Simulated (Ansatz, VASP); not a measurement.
## One calculation of MgO, two programs

INCAR

```
SYSTEM = MgO
  PREC = Accurate
  ENCUT = 520
  EDIFF = 1E-7
  ISMEAR = 0
  SIGMA = 0.05
  LREAL = .FALSE.
  LASPH = .TRUE.
  NELM = 80
  ALGO = Normal
  ISIF = 2
  LWAVE = .FALSE.
  LCHARG = .FALSE.
  GGA = PS
  NBANDS = 11
```

KPOINTS

```
regular mesh
0
G
  10 10 10
  0 0 0
```

Contents of POSCAR:

```
MgO
1.0
    0.0000000000      2.1351500000      2.1351500000
    2.4152816800      0.0000000000      2.1351500000
    2.4152816800      2.1351500000      0.0000000000
Mg O
1 1
Direct
    0.0000000000      0.0000000000      0.0000000000
    0.5000000000      0.5000000000      0.5000000000
```

Input for Ansatz:

```yaml
crystal:
  lattice:
    - [0.0, 2.13515, 2.13515]
    - [2.41528168, 0.0, 2.13515]
    - [2.41528168, 2.13515, 0.0]
  atoms:
    - { symbol: Mg, position: [0.0, 0.0, 0.0] }
    - { symbol: O, position: [0.5, 0.5, 0.5] }
basis:
  ecutwfc: 420
kpoints:
  mp_grid: { grid: [10, 10, 10] }
hamiltonian:
  xc: pbesol
scf:
  occupations: { method: gaussian, width: 0.05 }
output:
  forces: true
  stress: true
  eigenvalues: true
```

Change from the starting cell: strain +0.1312 x Voigt [1, 0, 0, 0, 0, 0], atoms carried along.

Alike in both runs: task single point; functional PBEsol; k mesh 10 × 10 × 10; occupations gaussian, width 0.05 eV; no spin polarisation.

|  | VASP | Ansatz |
| --- | --- | --- |
| version | VASP 6.6.1 | Ansatz 0.2.0 |
| potentials or method | VASP PAW PBE potentials, release 64 (Mg, O), cutoff 520 eV | scalar-relativistic, plane waves, PAW |
| valence electrons in the cell | 8 | 16 |

Ansatz gave:

```
gap on the k mesh at the Fermi level (eV)                     : 3.07
least direct gap on the mesh (eV)                             : 3.07
pressure (GPa)                                                : -15.5
traceless stress, the component that is largest in VASP (GPa) : -3.61
```

Q: What did VASP give for the same quantities?

A: gap on the k mesh at the Fermi level (eV): 3.06; least direct gap on the mesh (eV): 3.06; pressure (GPa): -16.1; traceless stress, the component that is largest in VASP (GPa): -3.53.

VASP's potentials were made for PBE, not for PBEsol. With one functional, cell and mesh, what is left measures potentials, basis and numerics. VASP's potentials hold 8 valence electrons a cell and Ansatz's 16, so a difference there can come from the potentials and not from the codes.
